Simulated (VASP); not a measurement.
Here is a VASP 6.6.1 calculation.

INCAR

```
PREC = Accurate
ENCUT = 600
EDIFF = 1E-6
ISMEAR = -1
SIGMA = 0.05
LREAL = F
LASPH = T
NELM = 120
ALGO = Normal
ISIF = 2
LWAVE = F
LCHARG = T
GGA = CA
LELF = T
LVHAR = T
NBANDS = 12
GGA_COMPAT = F
```

The input KPOINTS:

```
regular mesh
0
Gamma
  12 12 12
```

File POSCAR:

```
Cu
1.0
    0.0000000000      1.7581451687      1.7581451687
    1.7581451687      0.0000000000      1.7581451687
    1.7581451687      1.7581451687      0.0000000000
Cu
1
Direct
    0.0000000000      0.0000000000      0.0000000000
```

Potentials or basis: VASP PAW LDA potentials, release 64 (Cu).

Command:

```console
$ cat potpaw_LDA.64/Cu/POTCAR > POTCAR
$ mpirun -np 1 vasp_std > vasp.out
```

What does it give for the pressure?

1.2 GPa.

Estimate the band gap on the k mesh.

zero (an odd number of electrons rules out a gap without spin polarisation).
